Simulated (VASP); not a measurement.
# MgSi (P4/mmm) in VASP: further runs

Runs on MgSi. Level: LDA. Tasks: single point.

All numbers are computed with VASP 6.6.1; they aren't measurements. Logs are shortened: lines on timing, memory, paths and dates and some standing lists are left out, and cuts for length are marked.

## Step 1: The cell of the first run

Symmetry: P4/mmm, No. 123, tetragonal system. The conventional cell has a = 2.990 Å, b = 2.990 Å, c = 3.882 Å, α = 90.00°, β = 90.00°, γ = 90.00°. Mg (site symmetry 4/mmm) has 8 Si at 2.87 Å and 6 Mg at 2.99 to 3.88 Å within 3.9 Å. Si (site symmetry 4/mmm) has 8 Mg at 2.87 Å and 6 Si at 2.99 to 3.88 Å within 3.9 Å.

## Step 2: Single point, LDA

Input file INCAR:

```
  PREC = Accurate
  ENCUT = 520
  EDIFF = 1E-6
  ISMEAR = 0
  SIGMA = 0.15
  LREAL = False
  LASPH = True
  NELM = 80
  ALGO = Normal
  ISIF = 2
  LWAVE = False
  LCHARG = False
  NBANDS = 10
```

Input file KPOINTS:

```
regular mesh
0
Gamma
  18 18 14
```

Input file POSCAR:

```
MgSi
1.0
    2.9903633700      0.0000000000      0.0000000000
    0.0000000000      2.9903633700      0.0000000000
    0.0000000000      0.0000000000      3.8815507008
Mg Si
1 1
Direct
    0.0000000000      0.0000000000      0.0000000000
    0.5000000000      0.5000000000      0.5000000000
```

Potentials or basis: VASP PAW LDA potentials, release 64 (Mg, Si).

Started as:

```
$ cat potpaw_LDA.64/Mg/POTCAR potpaw_LDA.64/Si/POTCAR > POTCAR
$ mpirun -np 1 vasp_std > vasp.out
```

OUTCAR:

```text
PREC = Accurate
   ENCUT = 520
   EDIFF = 1E-6
   ISMEAR = 0
   LREAL = False
   LASPH = True
   NELM = 80
   ISIF = 2

 ion  position               nearest neighbor table
   1  0.000  0.000  0.000-   2 2.87   2 2.87   2 2.87   2 2.87   2 2.87   2 2.87   2 2.87   2 2.87

   2  0.500  0.500  0.500-   1 2.87   1 2.87   1 2.87   1 2.87   1 2.87   1 2.87   1 2.87   1 2.87

  LATTYP: Found a simple tetragonal cell.
 ALAT       =     2.9903633700
 C/A-ratio  =     1.2980197456

  Lattice vectors:

 A1 = (   2.9903633700,   0.0000000000,   0.0000000000)
 A2 = (   0.0000000000,   2.9903633700,   0.0000000000)
 A3 = (   0.0000000000,   0.0000000000,   3.8815507008)

Analysis of symmetry for initial positions (statically):
=====================================================================
 Subroutine PRICEL returns:
 Original cell was already a primitive cell.

 Routine SETGRP: Setting up the symmetry group for a
 simple tetragonal supercell.

 Subroutine GETGRP returns: Found 16 space group operations
 (whereof 16 operations were pure point group operations)
 out of a pool of 16 trial point group operations.

The static configuration has the point symmetry D_4h.

Analysis of symmetry for dynamics (positions and initial velocities):
=====================================================================
 Subroutine PRICEL returns:
 Original cell was already a primitive cell.

 Routine SETGRP: Setting up the symmetry group for a
 simple tetragonal supercell.

 Subroutine GETGRP returns: Found 16 space group operations
 (whereof 16 operations were pure point group operations)
 out of a pool of 16 trial point group operations.

The dynamic configuration has the point symmetry D_4h.

 Subroutine INISYM returns: Found 16 space group operations
 (whereof 16 operations are pure point group operations),
 and found     1 'primitive' translations

----------------------------------------------------------------------------------------

                                     Primitive cell

  volume of cell :      34.7099

  direct lattice vectors                    reciprocal lattice vectors
     2.990363370  0.000000000  0.000000000     0.334407521  0.000000000  0.000000000
     0.000000000  2.990363370  0.000000000     0.000000000  0.334407521  0.000000000
     0.000000000  0.000000000  3.881550701     0.000000000  0.000000000  0.257628993

  length of vectors
     2.990363370  2.990363370  3.881550701     0.334407521  0.334407521  0.257628993

  position of ions in fractional coordinates (direct lattice)
     0.000000000  0.000000000  0.000000000
     0.500000000  0.500000000  0.500000000

  ion indices of the primitive-cell ions
   primitive index   ion index
                 1           1
                 2           2

----------------------------------------------------------------------------------------

 KPOINTS: regular mesh

Automatic generation of k-mesh.
 Grid dimensions read from file:
 generate k-points for:   18   18   14

 Generating k-lattice:

  Cartesian coordinates                     Fractional coordinates (reciprocal lattice)
     0.018578196  0.000000000  0.000000000     0.055555556  0.000000000  0.000000000
     0.000000000  0.018578196  0.000000000     0.000000000  0.055555556  0.000000000
     0.000000000  0.000000000  0.018402071     0.000000000  0.000000000  0.071428571

  Length of vectors
     0.018578196  0.018578196  0.018402071

  Shift w.r.t. Gamma in fractional coordinates (k-lattice)
     0.000000000  0.000000000  0.000000000

 Subroutine IBZKPT returns following result:
 ===========================================

 Found    440 irreducible k-points:

 Following reciprocal coordinates:
            Coordinates               Weight
  0.000000  0.000000  0.000000      1.000000
  0.055556  0.000000  0.000000      4.000000
  0.111111  0.000000  0.000000      4.000000
  0.166667  0.000000  0.000000      4.000000
  0.222222  0.000000  0.000000      4.000000
  0.277778  0.000000  0.000000      4.000000
[... 16 lines left out ...]
  0.277778  0.111111  0.000000      8.000000
  0.333333  0.111111  0.000000      8.000000
 [... further k-points ...]
   k-points           NKPTS =    440   k-points in BZ     NKDIM =    440   number of bands    NBANDS=     10
   number of dos      NEDOS =    301   number of ions     NIONS =      2
   total plane-waves  NPLWV =  17280
   dimension x,y,z NGX =    24 NGY =   24 NGZ =   30
   dimension x,y,z NGXF=    48 NGYF=   48 NGZF=   60
   ions per type =               1   1
   NGX,Y,Z   is equivalent  to a cutoff of  13.34, 13.34, 12.85 a.u.
   NGXF,Y,Z  is equivalent  to a cutoff of  26.69, 26.69, 25.70 a.u.
 SYSTEM =  unknown system
   PREC   = accura    normal or accurate (medium, high low for compatibility)
   ISTART =      0    job   : 0-new  1-cont  2-samecut
   ICHARG =      2    charge: 1-file 2-atom 10-const
   ISPIN  =      1    spin polarized calculation?
   LNONCOLLINEAR =      F non collinear calculations
   LSORBIT =      F    spin-orbit coupling
   LASPH  =      T    aspherical Exc in radial PAW
   ENCUT  =  520.0 eV  38.22 Ry    6.18 a.u.   5.56  5.56  7.22*2*pi/ulx,y,z
   NELM   =     80;   NELMIN=  2; NELMDL= -5     # of ELM steps
   EDIFF  = 0.1E-05   stopping-criterion for ELM
   LREAL  =      F    real-space projection
   EDIFFG = 0.1E-04   stopping-criterion for IOM
   NSW    =      0    number of steps for IOM
   IBRION =     -1    ionic relax: 0-MD 1-quasi-New 2-CG
   NFREE  =      0    steps in history (QN), initial steepest desc. (CG)
   ISIF   =      2    stress and relaxation
   ISYM   =      2    0-nonsym 1-usesym 2-fastsym
   POTIM  = 0.5000    time-step for ionic-motion
   TEBEG  =    0.0;   TEEND  =   0.0 temperature during run
   PSTRESS=    0.0 pullay stress
   NELECT =       6.0000    total number of electrons
   NUPDOWN=      -1.0000    fix difference up-down
   EMIN   =  10.00;   EMAX   =-10.00  energy-range for DOS
   EFERMI =   0.00;   METHOD = LEGACY
   ISMEAR =     0;   SIGMA  =   0.15  broadening in eV -4-tet -1-fermi 0-gaus
   EFERMI_NEDOS =   21; number of points for ismear=-14 and -15
   IALGO  =     38    algorithm
   IMIX   =      4    mixing-type and parameters
     AMIX     =   0.40;   BMIX     =  1.00
     AMIX_MAG =   1.60;   BMIX_MAG =  1.00
  volume/ion in A,a.u.               =      17.35       117.12
  Fermi-wavevector in a.u.,A,eV,Ry     =   0.911957  1.723348 11.315488  0.831665
  Thomas-Fermi vector in A             =   2.036296
   LORBIT       =      0    0 simple, 1 ext, 2 COOP (PROOUT), +10 PAW based schemes
   GGA     = CA    functional components
   LHFCALC =     F    Hartree Fock is set to
   AEXX    =    0.0000 exact exchange contribution
   IVDW    =     0    specifies the selected vdW correction
   LEPSILON=     F    determine dielectric tensor
   LRPA    =     F    only Hartree local field effects (RPA)
 non-spin polarized calculation
 Gauss-broadening in eV      SIGMA  =   0.15
  energy-cutoff  :      520.00
  volume of cell :       34.71
 maximum number of plane-waves:       950
 NGX is ok and might be reduce to    24

 number of electron       6.0000000 magnetization

 Free energy of the ion-electron system (eV)
  ---------------------------------------------------
  ext. energy  EPLUGINS =         0.00000000
  ---------------------------------------------------
  free energy    TOTEN  =        -7.68517509 eV

  energy without entropy =       -7.67583949  energy(sigma->0) =       -7.68050729

 E-fermi :   5.9516     XC(G=0): -10.0643

 val. band max:        5.9443036948   @ k =   0.2222   0.2222   0.4286
 cond. band min:       5.9516698025   @ k =   0.2222   0.1667   0.4286
 fundamental gap:      0.0073661078
 Fermi energy:         5.9516249783

 k-point     1 :       0.0000    0.0000    0.0000
  band No.  band energies     occupation
      1      -5.1498      2.00000
      2       3.9903      2.00000
      3       6.0762      0.24017
      4       9.5331      0.00000
      5       9.5331      0.00000
      6      10.9295      0.00000
      7      13.3210      0.00000
      8      18.2695      0.00000
      9      18.2695      0.00000
     10      19.4795      0.00000

 k-point     2 :       0.0556    0.0000    0.0000
  band No.  band energies     occupation
      1      -5.1009      2.00000
      2       4.0324      2.00000
      3       6.1255      0.10105
      4       8.6833      0.00000
      5       9.5711      0.00000
      6      11.4868      0.00000
      7      13.7197      0.00000
      8      17.4484      0.00000
      9      18.3164      0.00000
     10      18.8083      0.00000

 k-point     3 :       0.1111    0.0000    0.0000
  band No.  band energies     occupation
      1      -4.9547      2.00000
      2       4.1581      2.00000
      3       6.2708      0.00262
      4       7.3427      0.00000
      5       9.6842      0.00000
      6      12.0221      0.00000
      7      14.8069      0.00000
      8      16.1537      0.00000
      9      17.8342      0.00000
     10      18.4564      0.00000

 k-point     4 :       0.1667    0.0000    0.0000
  band No.  band energies     occupation
      1      -4.7124      2.00000
      2       4.3658      2.00000
      3       5.9536      0.98486
      4       6.5404      0.00000
      5       9.8699      0.00000
      6      12.4062      0.00000
      7      14.8381      0.00000
      8      15.7790      0.00000
      9      17.3109      0.00000
     10      18.6881      0.00000
[... 222 lines left out ...]
 k-point    22 :       0.2222    0.1111    0.0000
  band No.  band energies     occupation
      1      -4.1827      2.00000
      2       4.8113      2.00000
      3       4.8210      2.00000
      4       7.0595      0.00000
      5       8.1215      0.00000
      6      13.7508      0.00000
      7      14.6922      0.00000
      8      15.5048      0.00000
      9      16.9031      0.00000
     10      16.9787      0.00000

 k-point    23 :       0.2778    0.1111    0.0000
  band No.  band energies     occupation
      1      -3.7583      2.00000
      2       3.5832      2.00000
      3       5.1784      2.00000
      4       7.4906      0.00000
      5       8.4696      0.00000
      6      12.5853      0.00000
      7      14.1570      0.00000
      8      15.2215      0.00000
      9      16.2121      0.00000
     10      17.2753      0.00000

 k-point    24 :       0.3333    0.1111    0.0000
  band No.  band energies     occupation
      1      -3.2546      2.00000
      2       2.4448      2.00000
      3       5.5913      1.99932
      4       8.0053      0.00000
      5       8.8764      0.00000
      6      11.5362      0.00000
      7      13.2173      0.00000
      8      14.6515      0.00000
      9      16.1758      0.00000
     10      17.7136      0.00000

 [... further k-points ...]

------------------------ aborting loop because EDIFF is reached ----------------------------------------

  FORCE on cell =-STRESS in cart. coord.  units (eV):
  Direction    XX          YY          ZZ          XY          YZ          ZX
  --------------------------------------------------------------------------------------
  -------------------------------------------------------------------------------------
  Total       -0.7495070     -0.7495070     -0.2894541      0.0000000     -0.0000000      0.0000000
  in kB      -34.5965714    -34.5965714    -13.3609430      0.0000000     -0.0000000      0.0000000
  external PRESSURE =     -27.5180286 kB  Pullay stress =       0.0000000 kB

 VOLUME and BASIS-vectors are now :
 -----------------------------------------------------------------------------
  energy-cutoff  :      520.00
  volume of cell :       34.71
      direct lattice vectors                 reciprocal lattice vectors
     2.990363370  0.000000000  0.000000000     0.334407521  0.000000000  0.000000000
     0.000000000  2.990363370  0.000000000     0.000000000  0.334407521  0.000000000
     0.000000000  0.000000000  3.881550701     0.000000000  0.000000000  0.257628993

 POSITION                                       TOTAL-FORCE (eV/Angst)
 -----------------------------------------------------------------------------------
      0.00000      0.00000      0.00000         0.000000      0.000000      0.000000
      1.49518      1.49518      1.94078         0.000000      0.000000      0.000000
 -----------------------------------------------------------------------------------
    total drift:                               -0.000000     -0.000000     -0.000000

  FREE ENERGIE OF THE ION-ELECTRON SYSTEM (eV)
  ---------------------------------------------------
  free  energy   TOTEN  =        -7.6851750880 eV

  energy  without entropy=       -7.6758394875  energy(sigma->0) =       -7.68050729
```

It took 51 s on 1 thread of AMD EPYC 9R45 (Zen 5), shared host; peak memory 0.24 GiB.

What came out:

| Property | Result |
| --- | --- |
| Free energy | -7.6852 eV |
| Pressure | -2.8 GPa |
| Band gap on the k mesh | zero (bands 3 and 4 overlap by 5.77 eV) |

## Step 3: Single point, LDA

This run uses another cell than the first one, of the same volume but with other edges.

Input file INCAR:

```
SYSTEM = MgSi
ALGO = Normal
EDIFF = 1E-7
ENCUT = 520
ISIF = 2
ISMEAR = 0
LASPH = .TRUE.
LCHARG = .TRUE.
LELF = .TRUE.
LREAL = .FALSE.
LVHAR = .TRUE.
LWAVE = .FALSE.
NBANDS = 10
NELM = 60
PREC = Accurate
SIGMA = 0.15
```

Input file KPOINTS:

```
k-points
0
G
  18 18 14
  0 0 0
```

Input file POSCAR:

```
MgSi
1.0
    2.8174465016      0.0000000000      0.0000000000
    0.0000000000      2.8174465016      0.0000000000
    0.0000000000      0.0000000000      4.3726209896
Mg Si
1 1
Direct
    0.0000000000      0.0000000000      0.0000000000
    0.5000000000      0.5000000000      0.5000000000
```

Potentials or basis: VASP PAW LDA potentials, release 64 (Mg, Si).

Started as:

```
$ cat potpaw_LDA.64/Mg/POTCAR potpaw_LDA.64/Si/POTCAR > POTCAR
$ mpirun -np 1 vasp_std > vasp.out
```

OUTCAR:

```text
SYSTEM = MgSi
   EDIFF = 1E-7
   ENCUT = 520
   ISIF = 2
   ISMEAR = 0
   LASPH = .TRUE.
   LREAL = .FALSE.
   NELM = 60
   PREC = Accurate

 ion  position               nearest neighbor table
   1  0.000  0.000  0.000-   2 2.96   2 2.96   2 2.96   2 2.96   2 2.96   2 2.96   2 2.96   2 2.96

   2  0.500  0.500  0.500-   1 2.96   1 2.96   1 2.96   1 2.96   1 2.96   1 2.96   1 2.96   1 2.96

  LATTYP: Found a simple tetragonal cell.
 ALAT       =     2.8174465016
 C/A-ratio  =     1.5519801306

  Lattice vectors:

 A1 = (   2.8174465016,   0.0000000000,   0.0000000000)
 A2 = (   0.0000000000,   2.8174465016,   0.0000000000)
 A3 = (   0.0000000000,   0.0000000000,   4.3726209896)

Analysis of symmetry for initial positions (statically):
=====================================================================
 Subroutine PRICEL returns:
 Original cell was already a primitive cell.

 Routine SETGRP: Setting up the symmetry group for a
 simple tetragonal supercell.

 Subroutine GETGRP returns: Found 16 space group operations
 (whereof 16 operations were pure point group operations)
 out of a pool of 16 trial point group operations.

[... 173 lines left out ...]
      2       2.4877      2.00000
      3       3.8918      2.00000
      4      11.2762      0.00000
      5      11.2762      0.00000
      6      12.1504      0.00000
      7      15.4148      0.00000
      8      18.3482      0.00000
      9      18.9051      0.00000
     10      18.9052      0.00000
[... 287 lines left out ...]
 k-point    24 :       0.3333    0.1111    0.0000
  band No.  band energies     occupation
      1      -3.0975      2.00000
      2       3.1158      2.00000
      3       4.4304      2.00000
      4       6.0982      0.51327
      5      10.4787      0.00000
      6      10.8209      0.00000
      7      11.9080      0.00000
      8      16.6478      0.00000
      9      18.0161      0.00000
     10      18.1482      0.00000

 [... further k-points ...]

------------------------ aborting loop because EDIFF is reached ----------------------------------------

  FORCE on cell =-STRESS in cart. coord.  units (eV):
  Direction    XX          YY          ZZ          XY          YZ          ZX
  --------------------------------------------------------------------------------------
  -------------------------------------------------------------------------------------
  Total       -0.3400962     -0.3400962     -1.8885691      0.0000000     -0.0000000      0.0000000
  in kB      -15.6985371    -15.6985371    -87.1746604      0.0000000     -0.0000000      0.0000000
  external PRESSURE =     -39.5239115 kB  Pullay stress =       0.0000000 kB

 VOLUME and BASIS-vectors are now :
 -----------------------------------------------------------------------------
  energy-cutoff  :      520.00
  volume of cell :       34.71
      direct lattice vectors                 reciprocal lattice vectors
     2.817446502  0.000000000  0.000000000     0.354931318  0.000000000  0.000000000
     0.000000000  2.817446502  0.000000000     0.000000000  0.354931318  0.000000000
     0.000000000  0.000000000  4.372620990     0.000000000  0.000000000  0.228695787

 POSITION                                       TOTAL-FORCE (eV/Angst)
 -----------------------------------------------------------------------------------
      0.00000      0.00000      0.00000         0.000000      0.000000      0.000000
      1.40872      1.40872      2.18631         0.000000      0.000000      0.000000
 -----------------------------------------------------------------------------------
    total drift:                               -0.000000     -0.000000     -0.000000

  FREE ENERGIE OF THE ION-ELECTRON SYSTEM (eV)
  ---------------------------------------------------
  free  energy   TOTEN  =        -7.5957774314 eV

  energy  without entropy=       -7.5857337915  energy(sigma->0) =       -7.59075561
```

stdout:

```text
POSCAR found type information on POSCAR MgSi
 POSCAR found :  2 types and       2 ions
 scaLAPACK will be used
 LDA part: xc-table for (Slater(with rela. corr.)+CA(PZ))
 , standard interpolation
 POSCAR, INCAR and KPOINTS ok, starting setup
 FFT: planning ... GRIDC
 FFT: planning ... GRID_SOFT
 FFT: planning ... GRID
 WAVECAR not read
 entering main loop
```

It took 72 s on 1 thread of AMD EPYC 9R45 (Zen 5), shared host; peak memory 0.25 GiB.

Results:

```
Free energy            : -7.5958 eV
Pressure               : -4.0 GPa
Band gap on the k mesh : zero (bands 3 and 4 overlap by 7.06 eV)
```

Caveat: the stress differs along the axes, from -9 to -2 GPa.
